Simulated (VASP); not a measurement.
Set up this calculation in VASP 6.6.1, as the native input.

```
Task                   : single point
Functional             : LDA
Potentials or basis    : VASP PAW LDA potentials, release 64 (Fe, Ge_d)
Cutoff                 : 520 eV
k mesh                 : 12 × 12 × 8
Occupations            : gaussian, width 0.05 eV
Spin                   : collinear spin, ferromagnetic start
Starting moments       : [2.28, 2.28, 1.12, 1.12, 0.0, 0.0] μB
Dipole correction      : no
Further INCAR settings : ALGO = Fast; EDIFF = 1e-06; NBANDS = 43
```

The structure of Fe2Ge lies in POSCAR:

```
Fe2Ge
1.0
    4.0081230245      0.0000000000      0.0000000000
   -2.0040615123      3.4711363607      0.0000000000
    0.0000000000      0.0000000000      4.8350038050
Fe Ge
4 2
Direct
    0.0000000000      0.0000000000      0.0000000000
    0.0000000000      0.0000000000      0.5000000000
    0.6666666667      0.3333333333      0.7500000000
    0.3333333333      0.6666666667      0.2500000000
    0.6666666667      0.3333333333      0.2500000000
    0.3333333333      0.6666666667      0.7500000000
```

One way to write it, as run:

INCAR

```
PREC     = Accurate       # precision mode
ENCUT    = 520            # plane-wave cutoff, eV
EDIFF    = 1E-6           # SCF threshold, eV
ISMEAR   = 0              # smearing method
SIGMA    = 0.05           # smearing width, eV
LREAL    = F              # projectors in reciprocal space
LASPH    = T              # aspherical terms in the spheres
NELM     = 150            # most SCF steps
ALGO     = Fast           # electronic algorithm
ISIF     = 2              # what is computed and relaxed
LWAVE    = F              # write WAVECAR
LCHARG   = T              # write CHGCAR
ISPIN    = 2              # spin polarisation
MAGMOM   = 2.28 2.28 1.12 1.12 0 0 # initial moments
LORBIT   = 11             # projections on sites
LMAXMIX  = 4              # l up to which the mixer works
LELF     = T              # ELF
LVHAR    = T            
NBANDS   = 43             # bands
```

KPOINTS

```
Automatic mesh
0
Gamma
  12 12 8
```

Potentials or basis: VASP PAW LDA potentials, release 64 (Fe, Ge_d).

Launch:

```bash
$ cat potpaw_LDA.64/Fe/POTCAR potpaw_LDA.64/Ge_d/POTCAR > POTCAR
$ mpirun -np 1 vasp_std > vasp.out
```

It gave:

```json
{
 "Pressure": "0.2 GPa",
 "Band gap on the k mesh": "zero (filled and empty bands overlap)",
 "Net moment": "6.01 μB per cell",
 "Site moments": "Fe +2.03, +0.99 (each value once); Ge -0.05 μB",
 "Valence electrons inside the program's atomic spheres": "Fe 7.34, 7.63 (each value once); Ge 12.66"
}
```

Run time: 18 min on 1 thread of Oxide Virtual Turin-like Processor, on a shared host, peak memory 0.42 GiB.
